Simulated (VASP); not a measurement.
Wanted: the native input for a VASP 6.6.1 run.

```
Task                   : single point
Functional             : PBE
Dispersion             : D3(BJ)
Potentials or basis    : VASP PAW PBE potentials, release 64 (O, H, F)
Cutoff                 : 520 eV
k mesh                 : 1 × 1 × 1
Occupations            : fermi-dirac, width 0.05 eV
Spin                   : no spin polarisation
Dipole correction      : no
Further INCAR settings : LREAL = Auto; ALGO = Normal; EDIFF = 1e-06; NBANDS = 66
```

The structure of H21O10F lies in POSCAR:

```
H21O10F
1.0
    6.9382320000      0.0000000000      0.0000000000
    0.0000000000      6.9382320000      0.0000000000
    0.0000000000      0.0000000000      6.9382320000
O H F
10 21 1
Direct
   -0.0237524488     -0.1087741084      0.1587291979
    0.6143495922      0.3543121648      0.2780535445
    0.3239009592      0.1843264970      0.6827964242
    0.2982315956      0.4415822359      0.0686918512
   -0.0323137076      0.1145248530      0.8421742023
    1.0091908140      0.6586115887      0.6178230996
    1.0340818814      0.3235406369      0.3406343287
    0.4735212083      0.5678103586      0.5940129993
    0.5076221147     -0.0207689798      1.0488118587
    0.3115346964      0.9102318862      0.4352549756
    0.0021907598     -0.0032861398      0.0659101627
   -0.0931793575     -0.2001374414      0.0724103777
    0.5417374340      0.4040798866      0.1763705797
    0.5700731829      0.2207911180      0.2656152172
    0.3641273454      0.3113473288      0.6444869529
    0.3039679273      0.0972149677      0.5655331214
    0.2959255326      0.5753915407      0.0992183600
    0.1933201427      0.3974499556      0.1692794360
   -0.1197279076      0.2229674649      0.8271271413
    0.0866359038      0.1717584537      0.7852000337
    0.9307414338      0.6888786653      0.7353314216
    0.9807253491      0.7458960727      0.5191812554
    1.0486100782      0.3666063631      0.4764181999
    0.8959198828      0.3353736226      0.3188132077
    0.5482664748      0.5263444635      0.4779892053
    0.3918865786      0.6769880281      0.5543775417
    0.5741808576     -0.1284332954      0.9888542211
    0.4758416842      0.0803086435      0.9609652718
    0.3955762794      0.9308711499      0.3266394090
    0.1844850388      0.9162853015      0.3647903385
    0.5693669511      0.6075755322      0.7760046075
    0.6438527856      0.6550516039      0.8900970737
```

These files were run (other wordings do the same):

INCAR

```
PREC = Accurate
ENCUT = 520
EDIFF = 1E-6
ISMEAR = -1
SIGMA = 0.05
LREAL = Auto
LASPH = T
NELM = 60
ALGO = Normal
ISIF = 2
LWAVE = F
LCHARG = F
GGA = PE
IVDW = 12
NBANDS = 66
```

KPOINTS

```
Automatic mesh
0
Gamma
  1 1 1
```

Potentials or basis: VASP PAW PBE potentials, release 64 (O, H, F).

The run is started by

```sh
$ cat potpaw_PBE.64/O/POTCAR potpaw_PBE.64/H/POTCAR potpaw_PBE.64/F/POTCAR > POTCAR
$ mpirun -np 1 vasp_gam > vasp.out
```

Results of the run:

```yaml
Pressure: 0.0 GPa
Largest_force: 3.198 eV/Å
Band_gap_on_the_k_mesh: 4.46 eV
Dispersion_energy_per_atom: -0.032 eV
```

Caveat: the k points lie up to 0.91 Å⁻¹ apart.

Wall time 32 s on 1 thread of Intel(R) Xeon(R) Platinum 8488C (Sapphire Rapids), with other jobs on the host, peak memory 0.37 GiB.
